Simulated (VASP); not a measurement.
WC: single point with LDA

The system is WC.

```
W C
1.0
     0.00000    2.16200    2.16200
     2.16200    0.00000    2.16200
     2.16200    2.16200    0.00000
W C
1 1
Cartesian
  0.0000 0.0000 0.0000
  2.1620 2.1620 2.1620
```

- Program: VASP 6.6.1
- Task: single point
- Functional: LDA
- Potentials or basis: VASP PAW LDA potentials, release 64 (W_sv, C_h)
- Cutoff: 1300 eV
- k mesh: 9 × 9 × 9
- Occupations: methfessel-paxton, width 0.15 eV
- Spin: no spin polarisation

* Pressure: 2.3 GPa
* Band gap on the k mesh: zero (bands 9 and 10 overlap by 3.18 eV)

Levels at points of the mesh, in eV from the Fermi level:
```csv
k point,band 6,band 7,band 8,band 9,band 10,band 11,band 12,band 13
"(0.00, 0.00, 0.00)",-2.80,-2.80,-2.80,-1.01,-1.01,-1.01,-0.90,-0.90
```

It took 15 s on 1 thread of Intel(R) Xeon(R) 6975P-C (Granite Rapids) (shared host), peak memory 0.21 GiB.

Caveat: spin-orbit coupling is left out, which moves the levels of the heavy elements.
